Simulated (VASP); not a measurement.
# Al10MoPt (a cell with a defect) in VASP: single point with r2SCAN

Aim: the single point of Al10MoPt (a cell with a defect) with r2SCAN.

Program: VASP 6.6.1. These are calculated values, not measurements. Logs are shortened: lines on timing, memory, paths and dates and some standing lists are left out, and cuts for length are marked.

## (1) The cell of the first run

The cell holds a defect, 12 atoms: a = 4.915 Å, b = 4.953 Å, c = 8.852 Å, α = 89.03°, β = 89.17°, γ = 120.49°.

## (2) Single point, r2SCAN

POSCAR

```
Al10MoPt
1.0
    4.9142680000     -0.0326230000      0.0358520000
   -2.4853870000      4.2842960000      0.0419020000
    0.0646680000      0.1246090000      8.8511270000
Al Pt Mo
10 1 1
Direct
    0.3653920000      0.3916980000      0.2268510000
    0.0196130000      0.3263740000      0.8089260000
    0.7615580000      0.1533090000      0.2528870000
    0.6621730000      0.6462580000      0.7462390000
    0.9646050000      0.6255540000      0.2329770000
    0.4252790000      0.1041360000      0.7642300000
    0.0538240000      0.9251010000      0.9753560000
    0.0159230000      0.0235640000      0.5416570000
    0.3738110000      0.7593440000      0.0290170000
    0.6542620000      0.3001920000      0.4652720000
    0.3063890000      0.6425270000      0.5327990000
    0.6189770000      0.3535150000      0.9971310000
```

INCAR.step1

```
SYSTEM = Al10MoPt
ALGO     = Normal         ! electronic algorithm
EDIFF    = 1E-4           ! SCF threshold, eV
ENCUT    = 520            ! plane-wave cutoff, eV
GGA      = PE             ! functional
ISMEAR   = -1             ! smearing method
LASPH    = .True.         ! aspherical terms in the spheres
LCHARG   = .False.        ! write CHGCAR
LREAL    = .False.        ! projectors in reciprocal space
LWAVE    = .True.         ! write WAVECAR
NBANDS   = 39             ! bands
NELM     = 100            ! most SCF steps
PREC     = Accurate       ! precision mode
SIGMA    = 0.1            ! smearing width, eV
```

INCAR.step2

```
SYSTEM = Al10MoPt
ALGO     = Normal         ! electronic algorithm
EDIFF    = 1E-6           ! SCF threshold, eV
ENCUT    = 520            ! plane-wave cutoff, eV
ISIF     = 2              ! what is computed and relaxed
ISMEAR   = -1             ! smearing method
ISTART   = 1            
LASPH    = .True.         ! aspherical terms in the spheres
LCHARG   = .False.        ! write CHGCAR
LMIXTAU  = .True.       
LREAL    = .False.        ! projectors in reciprocal space
LWAVE    = .False.        ! write WAVECAR
METAGGA  = R2SCAN         ! meta-GGA
NBANDS   = 39             ! bands
NELM     = 100            ! most SCF steps
PREC     = Accurate       ! precision mode
SIGMA    = 0.1            ! smearing width, eV
```

KPOINTS

```
Automatic mesh
0
Gamma
  4 4 2
  0.5 0 0
```

Potentials or basis: VASP PAW PBE potentials, release 64 (Al, Pt, Mo_sv).

The run is started by

```sh
$ cat potpaw_PBE.64/Al/POTCAR potpaw_PBE.64/Pt/POTCAR potpaw_PBE.64/Mo_sv/POTCAR > POTCAR
$ cp INCAR.step1 INCAR
$ mpirun -np 1 vasp_std > vasp.out
$ cp INCAR.step2 INCAR
$ mpirun -np 1 vasp_std > vasp.out
```

OUTCAR:

```text
SYSTEM = Al10MoPt
   EDIFF = 1E-6
   ENCUT = 520
   ISIF = 2
   ISMEAR = -1
   ISTART = 1
   LASPH = .True.
   LREAL = .False.
   METAGGA = R2SCAN
   NELM = 100
   PREC = Accurate

 ion  position               nearest neighbor table
   1  0.365  0.392  0.227-  12 2.43   9 2.49   5 2.56   3 2.58  10 2.72   5 2.75   3 2.75   7 3.05
                            11 3.07   8 3.25   3 3.27   5 3.27
   2  0.020  0.326  0.809-   7 2.53   6 2.59  12 2.62   6 2.75   4 2.76   9 2.81   8 2.82  11 2.82
                             4 2.95   4 2.97   7 3.26   6 3.33  12 3.35
   3  0.762  0.153  0.253-   5 2.03  10 2.18   1 2.58  12 2.70   1 2.75   9 2.80   8 3.06   5 3.24
                             1 3.27   7 3.32  11 3.38
   4  0.662  0.646  0.746-   6 2.32   8 2.51  12 2.58  11 2.59   7 2.69   2 2.76   2 2.95   2 2.97
                            10 3.03   6 3.03   9 3.06   6 3.26
   5  0.965  0.626  0.233-   3 2.03   9 2.50  10 2.54   1 2.56   7 2.61  12 2.63   1 2.75  11 3.14
                             3 3.24   1 3.27   8 3.33
   6  0.425  0.104  0.764-   4 2.32  12 2.37   7 2.41   2 2.59   8 2.72   2 2.75   9 2.81  10 2.82
                            11 2.93   4 3.03   4 3.26   2 3.33
   7  0.054  0.925  0.975-   9 2.17   6 2.41  12 2.51   2 2.53  12 2.54   5 2.61   4 2.69   9 3.04
                             1 3.05   2 3.26   3 3.32
   8  0.016  0.024  0.542-   4 2.51  11 2.64   6 2.72  10 2.78   2 2.82  10 2.82  11 2.89  11 3.01
                             3 3.06  10 3.18   1 3.25   5 3.33
   9  0.374  0.759  0.029-   7 2.17   1 2.49   5 2.50  12 2.56   3 2.80   2 2.81   6 2.81  12 2.84
                             7 3.04   4 3.06  12 3.22
  10  0.654  0.300  0.465-   3 2.18   5 2.54   1 2.72   8 2.78   6 2.82   8 2.82  11 2.84  11 2.85
                            11 3.02   4 3.03   8 3.18
  11  0.306  0.643  0.533-   4 2.59   8 2.64   2 2.82  10 2.84  10 2.85   8 2.89   6 2.93   8 3.01
                            10 3.02   1 3.07   5 3.14   3 3.38
  12  0.619  0.354  0.997-   6 2.37   1 2.43   7 2.51   7 2.54   9 2.56   4 2.58   2 2.62   5 2.63
                             3 2.70   9 2.84   9 3.22   2 3.35

  LATTYP: Found a triclinic cell.
 ALAT       =     4.8971657002
 B/A-ratio  =     1.0035411004
 C/A-ratio  =     1.8076252373
 COS(alpha) =     0.0145056915
 COS(beta)  =     0.0317197225
 COS(gamma) =     0.4903054512

  Lattice vectors:

 A1 = (  -2.4288810000,  -4.2516730000,  -0.0777540000)
 A2 = (  -4.9142680000,   0.0326230000,  -0.0358520000)
 A3 = (  -0.0646680000,  -0.1246090000,  -8.8511270000)

Analysis of symmetry for initial positions (statically):
=====================================================================
 Subroutine PRICEL returns:
 Original cell was already a primitive cell.

 Routine SETGRP: Setting up the symmetry group for a
 triclinic supercell.

 Subroutine GETGRP returns: Found  1 space group operations
 (whereof  1 operations were pure point group operations)
 out of a pool of  2 trial point group operations.

The static configuration has the point symmetry C_1 .

Analysis of symmetry for dynamics (positions and initial velocities):
=====================================================================
 Subroutine PRICEL returns:
 Original cell was already a primitive cell.

 Routine SETGRP: Setting up the symmetry group for a
 triclinic supercell.

 Subroutine GETGRP returns: Found  1 space group operations
 (whereof  1 operations were pure point group operations)
 out of a pool of  2 trial point group operations.

The dynamic configuration has the point symmetry C_1 .

 Subroutine INISYM returns: Found  1 space group operations
 (whereof  1 operations are pure point group operations),
 and found     1 'primitive' translations

----------------------------------------------------------------------------------------

                                     Primitive cell

  volume of cell :     185.5888

  direct lattice vectors                    reciprocal lattice vectors
     4.914268000 -0.032623000  0.035852000     0.204299143  0.118548044 -0.003161605
    -2.485387000  4.284296000  0.041902000     0.001579933  0.234359503 -0.003310931
[... 37 lines left out ...]

Automatic generation of k-mesh.
 Grid dimensions read from file:
 generate k-points for:    4    4    2

 Generating k-lattice:

  Cartesian coordinates                     Fractional coordinates (reciprocal lattice)
     0.051074786  0.029637011 -0.000790401     0.250000000 -0.000000000  0.000000000
     0.000394983  0.058589876 -0.000827733     0.000000000  0.250000000 -0.000000000
    -0.000417502 -0.000794832  0.056504222     0.000000000  0.000000000  0.500000000

  Length of vectors
     0.059055998  0.058597054  0.056511354

  Shift w.r.t. Gamma in fractional coordinates (k-lattice)
     0.500000000  0.000000000  0.000000000

 Subroutine IBZKPT returns following result:
 ===========================================

 Found     16 irreducible k-points:

 Following reciprocal coordinates:
            Coordinates               Weight
  0.125000 -0.000000  0.000000      2.000000
  0.375000 -0.000000  0.000000      2.000000
  0.125000  0.250000  0.000000      2.000000
  0.375000  0.250000  0.000000      2.000000
 -0.375000  0.250000 -0.000000      2.000000
 -0.125000  0.250000  0.000000      2.000000
[... 8 lines left out ...]
  0.125000  0.500000  0.500000      2.000000
  0.375000  0.500000  0.500000      2.000000
   k-points           NKPTS =     16   k-points in BZ     NKDIM =     16   number of bands    NBANDS=     39
   number of dos      NEDOS =    301   number of ions     NIONS =     12
   total plane-waves  NPLWV = 112000
   dimension x,y,z NGX =    40 NGY =   40 NGZ =   70
   dimension x,y,z NGXF=    80 NGYF=   80 NGZF=  140
   ions per type =              10   1   1
   NGX,Y,Z   is equivalent  to a cutoff of  13.53, 13.43, 13.15 a.u.
   NGXF,Y,Z  is equivalent  to a cutoff of  27.06, 26.85, 26.29 a.u.
 SYSTEM =  Al10MoPt
   PREC   = accura    normal or accurate (medium, high low for compatibility)
   ISTART =      1    job   : 0-new  1-cont  2-samecut
   ICHARG =      0    charge: 1-file 2-atom 10-const
   ISPIN  =      1    spin polarized calculation?
   LNONCOLLINEAR =      F non collinear calculations
   LSORBIT =      F    spin-orbit coupling
   LASPH  =      T    aspherical Exc in radial PAW
   ENCUT  =  520.0 eV  38.22 Ry    6.18 a.u.   9.14  9.21 16.46*2*pi/ulx,y,z
   NELM   =    100;   NELMIN=  2; NELMDL=  0     # of ELM steps
   EDIFF  = 0.1E-05   stopping-criterion for ELM
   LREAL  =      F    real-space projection
   EDIFFG = 0.1E-04   stopping-criterion for IOM
   NSW    =      0    number of steps for IOM
   IBRION =     -1    ionic relax: 0-MD 1-quasi-New 2-CG
   NFREE  =      0    steps in history (QN), initial steepest desc. (CG)
   ISIF   =      2    stress and relaxation
   ISYM   =      2    0-nonsym 1-usesym 2-fastsym
   POTIM  = 0.5000    time-step for ionic-motion
   TEBEG  =    0.0;   TEEND  =   0.0 temperature during run
   PSTRESS=    0.0 pullay stress
   NELECT =      54.0000    total number of electrons
   NUPDOWN=      -1.0000    fix difference up-down
   EMIN   =  10.00;   EMAX   =-10.00  energy-range for DOS
   EFERMI =   0.00;   METHOD = LEGACY
   ISMEAR =    -1;   SIGMA  =   0.10  broadening in eV -4-tet -1-fermi 0-gaus
   EFERMI_NEDOS =   21; number of points for ismear=-14 and -15
   IALGO  =     38    algorithm
   IMIX   =      4    mixing-type and parameters
     AMIX     =   0.40;   BMIX     =  1.00
     AMIX_MAG =   1.60;   BMIX_MAG =  1.00
  volume/ion in A,a.u.               =      15.47       104.37
  Fermi-wavevector in a.u.,A,eV,Ry     =   1.084815  2.050002 16.011645  1.176823
  Thomas-Fermi vector in A             =   2.220914
   LORBIT       =      0    0 simple, 1 ext, 2 COOP (PROOUT), +10 PAW based schemes
   METAGGA = R2SCAN    functional components
   LHFCALC =     F    Hartree Fock is set to
   AEXX    =    0.0000 exact exchange contribution
   IVDW    =     0    specifies the selected vdW correction
   LEPSILON=     F    determine dielectric tensor
   LRPA    =     F    only Hartree local field effects (RPA)
 non-spin polarized calculation
  energy-cutoff  :      520.00
  volume of cell :      185.59
 maximum number of plane-waves:      5012
 NGX is ok and might be reduce to    40
   NGX = 19   NGY = 19   NGZ = 33

 number of electron      54.0000000 magnetization

 Free energy of the ion-electron system (eV)
  ---------------------------------------------------
  ext. energy  EPLUGINS =         0.00000000
  ---------------------------------------------------
  free energy    TOTEN  =      -140.64782808 eV

  energy without entropy =     -140.47847325  energy(sigma->0) =     -140.56315067

 E-fermi :   9.2255     XC(G=0): -11.6284

 val. band max:        9.1829214616   @ k =   0.1250   0.2500   0.0000
 cond. band min:       9.2403386545   @ k =   0.3750   0.2500   0.0000
 fundamental gap:      0.0574171929
 Fermi energy:         9.2255129879

 k-point     1 :       0.1250   -0.0000    0.0000
  band No.  band energies     occupation
      1     -53.0319      2.00000
      2     -26.6787      2.00000
      3     -26.5975      2.00000
      4     -26.4696      2.00000
      5      -2.7561      2.00000
      6      -0.9993      2.00000
[... 661 lines left out ...]
     38      13.5434      0.00000
     39      13.9331      0.00000

------------------------ aborting loop because EDIFF is reached ----------------------------------------

  FORCE on cell =-STRESS in cart. coord.  units (eV):
  Direction    XX          YY          ZZ          XY          YZ          ZX
  --------------------------------------------------------------------------------------
  -------------------------------------------------------------------------------------
  Total       14.2657541     21.2136633     19.1338022     -2.6300270     -4.6674265     -1.4099865
  in kB      123.1554469    183.1363529    165.1810304    -22.7048739    -40.2936283    -12.1723335
  external PRESSURE =     157.1576101 kB  Pullay stress =       0.0000000 kB

 VOLUME and BASIS-vectors are now :
 -----------------------------------------------------------------------------
  energy-cutoff  :      520.00
  volume of cell :      185.59
      direct lattice vectors                 reciprocal lattice vectors
     4.914268000 -0.032623000  0.035852000     0.204299143  0.118548044 -0.003161605
    -2.485387000  4.284296000  0.041902000     0.001579933  0.234359503 -0.003310931
     0.064668000  0.124609000  8.851127000    -0.000835005 -0.001589664  0.113008443

 POSITION                                       TOTAL-FORCE (eV/Angst)
 -----------------------------------------------------------------------------------
      0.83678      1.69450      2.03740        -1.252308     -0.567099      2.077436
     -0.66247      1.49844      7.17429         0.430499      1.296290     -0.748588
      3.37782      0.66349      2.27206         1.936328     -8.914072     -2.965531
      1.69615      2.84015      6.65588        -0.528833      2.112993     -0.246391
      3.20065      2.67762      2.12290        -0.144413      7.304357      0.689340
      1.88054      0.52751      6.78391         0.640101     -3.743274     -3.005055
     -1.97165      4.08319      8.67369        -5.057208      0.935196      0.605862
      0.05471      0.16793      4.79583         0.171565      0.227078     -1.278180
     -0.04838      3.24468      0.30205         4.724401     -1.818119     -0.416301
      2.49921      1.32274      4.15422        -1.587230      1.419684      4.933669
     -0.05680      2.80917      4.75378        -0.036619      0.526559      0.579304
      2.22768      1.61862      8.86274         0.703718      1.220409     -0.225566
 -----------------------------------------------------------------------------------
    total drift:                                0.001452     -0.000662     -0.001702

  FREE ENERGIE OF THE ION-ELECTRON SYSTEM (eV)
  ---------------------------------------------------
  free  energy   TOTEN  =      -140.6478280837 eV

  energy  without entropy=     -140.4784732480  energy(sigma->0) =     -140.56315067
```

Run time: 7.9 min. Hardware: 1 thread of Intel Xeon Platinum 8259CL at 2.50GHz (Skylake/Cascade Lake), shared host; peak memory 0.41 GiB.

What came out:

- Free energy: -140.6478 eV
- Pressure: 15.7 GPa
- Largest force: 9.592 eV/Å
- Band gap on the k mesh: zero (band 27 reaches 9.30 eV, above the bottom of band 28 at 8.74 eV)

Forces in eV/Å, atoms in the order of the input:
```
Al  -1.252 -0.567  2.077
Al   0.430  1.296 -0.749
Al   1.936 -8.914 -2.966
Al  -0.529  2.113 -0.246
Al  -0.144  7.304  0.689
Al   0.640 -3.743 -3.005
Al  -5.057  0.935  0.606
Al   0.172  0.227 -1.278
Al   4.724 -1.818 -0.416
Al  -1.587  1.420  4.934
Pt  -0.037  0.527  0.579
Mo   0.704  1.220 -0.226
```

Levels at points of the mesh, in eV from the Fermi level:
```
           k point  band 24  band 25  band 26  band 27  band 28  band 29  band 30  band 31
(0.12, 0.00, 0.00)    -1.90    -1.46    -1.25    -1.04    -0.48     0.07     0.29     0.63
```

Caveat: the k points lie up to 0.37 Å⁻¹ apart; the PAW data sets were made with another functional, which shifts forces and pressure a little; spin-orbit coupling is left out, which moves the levels of the heavy elements.
